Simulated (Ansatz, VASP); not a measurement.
## Ge3N in VASP and in Ansatz

```
Ge N
1.0
     5.12738    0.00000    0.00000
    -2.56369    4.44044    0.00000
     0.00000    0.00000    5.75523
Ge N
6 2
Direct
  0.33852 0.00000 0.25000
  0.33852 0.33852 0.75000
  0.00000 0.33852 0.25000
  0.66148 0.00000 0.75000
  0.66148 0.66148 0.25000
  0.00000 0.66148 0.75000
  0.00000 0.00000 0.00000
  0.00000 0.00000 0.50000
```

Change from the starting cell: species swapped into the TiI3 type (P6_3/mcm, No. 193).

Alike in both runs: functional PBE; k mesh 12 × 12 × 6; occupations gaussian, width 0.1 eV; no spin polarisation.

Ansatz relaxed the structure, and its values are those at the end. VASP's run is a single point on that final structure, the one shown.

|  | VASP | Ansatz |
| --- | --- | --- |
| version | VASP 6.6.1 | Ansatz 0.2.0 |
| potentials or method | VASP PAW PBE potentials, release 64 (Ge_d, N), cutoff 520 eV | scalar-relativistic, plane waves, PAW |
| valence electrons in the cell | 94 | 94 |

Ansatz gave:

* gap on the k mesh at the Fermi level (eV): none
* pressure (GPa): 0.0
* rms of the force components (eV/Å): 0.000

Task: What did VASP give for the same quantities?

Result: gap on the k mesh at the Fermi level (eV): none; pressure (GPa): 0.0; rms of the force components (eV/Å): 0.008.

A gap of «none» marks a metal or a gap that the smearing closes. With one functional, cell and mesh, what is left measures potentials, basis and numerics.
